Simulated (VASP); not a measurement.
A run of VASP 6.6.1:

Contents of INCAR:

```
  PREC = Accurate
  ENCUT = 520
  EDIFF = 1E-6
  ISMEAR = -1
  SIGMA = 0.02
  LREAL = F
  LASPH = T
  NELM = 80
  ALGO = Normal
  ISIF = 2
  LWAVE = F
  LCHARG = T
  GGA = PE
  LELF = T
  LVHAR = T
  NBANDS = 62
```

The input KPOINTS:

```
Automatic mesh
0
Gamma
  6 6 4
```

File POSCAR:

```
HfSn3O8
1.0
    3.3759460494     -3.3875315246      0.0000000000
    3.3759460494      3.3875315246      0.0000000000
    0.0000000000      0.0000000000      6.4163952976
Sn O Hf
3 8 1
Direct
    0.5000000000      0.5000000000      0.2490896282
    0.0000000000      0.0000000000      0.0000000000
    0.5000000000      0.5000000000      0.7509103718
    0.1953630841      0.1953630841      0.2487380414
    0.8046369159      0.8046369159      0.2487380414
    0.6952655642      0.3047344358      0.0000000000
    0.3047344358      0.6952655642      0.0000000000
    0.1953630841      0.1953630841      0.7512619586
    0.8046369159      0.8046369159      0.7512619586
    0.6928736559      0.3071263441      0.5000000000
    0.3071263441      0.6928736559      0.5000000000
    0.0000000000      0.0000000000      0.5000000000
```

Potentials or basis: VASP PAW PBE potentials, release 64 (Sn_d, O, Hf_pv).

The run is started by

```console
$ cat potpaw_PBE.64/Sn_d/POTCAR potpaw_PBE.64/O/POTCAR potpaw_PBE.64/Hf_pv/POTCAR > POTCAR
$ mpirun -np 1 vasp_std > vasp.out
```

Hardware: 1 thread of Intel(R) Xeon(R) Platinum 8375C CPU @ 2.90GHz (Ice Lake), with other jobs on the host.

Q: How long does it take, and how much memory?

A: It took 6.2 min on 1 thread of Intel(R) Xeon(R) Platinum 8375C CPU @ 2.90GHz (Ice Lake) (shared host), peak memory 0.42 GiB. Counts: scf iterations 16, k points 39.
